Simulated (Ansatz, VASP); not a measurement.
## Sr in VASP and in Ansatz

```xyz
1
Lattice="-2.3886 2.3886 2.4250 2.3886 -2.3886 2.4250 2.3886 2.3886 -2.4250" Properties=species:S:1:pos:R:3 pbc="T T T"
Sr    0.0000    0.0000    0.0000
```

Change from the starting cell: strain -0.015 along x and y, +0.000 along z, atoms carried along.

Alike in both runs: task single point; functional PBEsol; k mesh 14 × 14 × 14; occupations gaussian, width 0.15 eV; no spin polarisation.

|  | VASP | Ansatz |
| --- | --- | --- |
| version | VASP 6.6.1 | Ansatz 0.2.0 |
| potentials or method | VASP PAW PBE potentials, release 64 (Sr_sv), cutoff 520 eV | scalar-relativistic, plane waves, PAW |
| valence electrons in the cell | 10 | 10 |

```tsv
	VASP	Ansatz	Ansatz less VASP
gap on the k mesh at the Fermi level (eV)	none	none	-
pressure (GPa)	-0.9	-0.9	0.00
```

VASP's potentials were made for PBE, not for PBEsol. A gap of «none» marks a metal or a gap that the smearing closes. With one functional, cell and mesh, what is left measures potentials, basis and numerics.
